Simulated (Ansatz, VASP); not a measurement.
# GaSb3: VASP beside Ansatz

```
Ga Sb
1.0
     0.00000    3.79405    3.64813
     3.79405    0.00000    3.64813
     3.79405    3.79405    0.00000
Ga Sb
1 3
Direct
  0.00000 0.00000 0.00000
  0.25617 0.24383 0.24383
  0.74383 0.75617 0.75617
  0.50000 0.50000 0.50000
```

Change from the starting cell: mode 4 frozen in at -0.045 Å, equal normal strain along x and y +0.0400.

Alike in both runs: task single point; functional PBE; dispersion D3(BJ); k mesh 10 × 10 × 10; occupations gaussian, width 0.15 eV; no spin polarisation.

|  | VASP | Ansatz |
| --- | --- | --- |
| version | VASP 6.6.1 | Ansatz 0.2.0 |
| potentials or method | VASP PAW PBE potentials, release 64 (Ga_d, Sb), cutoff 520 eV | scalar-relativistic, plane waves, PAW |
| valence electrons in the cell | 28 | 58 |

VASP gave:

- gap on the k mesh at the Fermi level (eV): none
- pressure (GPa): -3.9
- traceless stress, the component that is largest in VASP (GPa): 0.37
- rms of the force components (eV/Å): 0.030

Estimate Ansatz's values.

gap on the k mesh at the Fermi level (eV): none; pressure (GPa): -3.8; traceless stress, the component that is largest in VASP (GPa): 0.38; rms of the force components (eV/Å): 0.031.

Atom by atom the forces differ by 0.000 eV/Å (rms over components). A gap of «none» marks a metal or a gap that the smearing closes. VASP's potentials hold 28 valence electrons a cell and Ansatz's 58, so a difference there can come from the potentials and not from the codes.

Neither program's run includes spin-orbit coupling.
